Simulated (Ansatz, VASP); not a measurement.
**ZrSi3: VASP beside Ansatz**

The input INCAR:

```
  PREC = Accurate
  ENCUT = 520
  EDIFF = 1E-6
  ISMEAR = 0
  SIGMA = 0.05
  LREAL = F
  LASPH = T
  NELM = 150
  ALGO = Normal
  ISIF = 2
  LWAVE = F
  LCHARG = T
  LMAXMIX = 4
  LDAU = T
  LDAUTYPE = 2
  LDAUL = 2 -1
  LDAUU = 1 0
  LDAUJ = 0 0
  LDAUPRINT = 1
  GGA = PS
  LELF = T
  LVHAR = T
  NBANDS = 20
```

Contents of KPOINTS:

```
Automatic mesh
0
Gamma
  8 8 8
```

The input POSCAR:

```
ZrSi3
1.0
    3.9507739786      0.0000000000      0.0000000000
    0.0000000000      3.9507739786      0.0000000000
    0.0000000000      0.0000000000      3.9507739786
Zr Si
1 3
Direct
    0.0000000000      0.0000000000      0.0000000000
    0.0000000000      0.5000000000      0.5000000000
    0.5000000000      0.5000000000      0.0000000000
    0.5000000000      0.0000000000      0.5000000000
```

Input for Ansatz:

```yaml
crystal:
  lattice:
    - [3.9507739786, 0.0, 0.0]
    - [0.0, 3.9507739786, 0.0]
    - [0.0, 0.0, 3.9507739786]
  atoms:
    - { symbol: Zr, position: [0.0, 0.0, 0.0] }
    - { symbol: Si, position: [0.0, 0.5, 0.5] }
    - { symbol: Si, position: [0.5, 0.5, 0.0] }
    - { symbol: Si, position: [0.5, 0.0, 0.5] }
basis:
  ecutwfc: "550 eV"
  ecutrho_ratio: 4
kpoints:
  mp_grid: { grid: [8, 8, 8] }
hamiltonian:
  xc: pbesol
  hubbard: { sites: [{ species: Zr, l: d, u_eff: 1.0 }], double_counting: fll }
scf:
  occupations: { method: gaussian, width: 0.05 }
  n_extra_bands: 2
output:
  forces: true
  stress: true
```

Alike in both runs: task single point; functional PBEsol; k mesh 8 × 8 × 8; occupations gaussian, width 0.05 eV; no spin polarisation; Hubbard terms Zr d U = 1.0 eV.

|  | VASP | Ansatz |
| --- | --- | --- |
| version | VASP 6.6.1 | Ansatz 0.2.0 |
| potentials or method | VASP PAW PBE potentials, release 64 (Zr_sv, Si), cutoff 520 eV | scalar-relativistic, plane waves, PAW |
| valence electrons in the cell | 24 | 24 |

Ansatz gave:

* gap on the k mesh at the Fermi level (eV): none
* pressure (GPa): 0.6

Question: Which values does VASP return?

Answer: gap on the k mesh at the Fermi level (eV): none; pressure (GPa): 1.3.

VASP's potentials were made for PBE, not for PBEsol. The programs project onto different local orbitals, so the same U acts differently, and such runs can settle in different states. A gap of «none» marks a metal or a gap that the smearing closes. Ansatz's warnings: filled band counts differ across k points.
